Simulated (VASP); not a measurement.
## BaNaF: single point with PBE

The system is BaNaF.

```xyz
3
Lattice="4.4271 0.0000 0.0000 -2.2136 3.8340 0.0000 0.0000 0.0000 4.3697" Properties=species:S:1:pos:R:3 pbc="T T T"
Na    0.0000    0.0000    0.0000
Ba    0.0000    2.5560    2.1848
F     2.2136    1.2780    2.1848
```

The cell was generated, and may not be a known phase.

```yaml
Program: VASP 6.6.1
Task: single point
Functional: PBE
Potentials_or_basis: VASP PAW PBE potentials, release 64 (Na_sv, Ba_sv, F)
Cutoff: 1130 eV
k_mesh: 6 × 6 × 4
Occupations: gaussian, width 0.1 eV
Spin: no spin polarisation
Dipole_correction: no
Further_INCAR_settings: ALGO = Normal; EDIFF = 1e-06; NBANDS = 20
```

```yaml
Pressure: 8.9 GPa
Band_gap_on_the_k_mesh: zero (bands 13 and 14 overlap by 0.39 eV)
```

Stress tensor (GPa, compression positive):
```
 7.42  0.00  0.00
 0.00  7.42  0.00
 0.00  0.00 11.73
```

Levels at points of the mesh, in eV from the Fermi level:
```csv
k point,band 11,band 12,band 13,band 14,band 15,band 16
"(0.00, 0.00, 0.00)",-6.65,-5.99,-2.78,0.52,3.65,3.65
"(0.50, 0.00, 0.00)",-6.17,-6.02,-0.98,0.15,1.76,2.32
"(0.00, 0.00, 0.50)",-6.64,-6.17,0.02,0.10,2.15,2.15
"(0.50, 0.00, 0.50)",-6.41,-6.01,-0.48,0.79,1.35,2.19
```

Wall time 48 s on 1 thread of Intel(R) Xeon(R) Platinum 8559C (Emerald Rapids), with other jobs on the host, peak memory 0.38 GiB.

Caveat: the cell stands under pressure; spin-orbit coupling is left out, which moves the levels of the heavy elements.
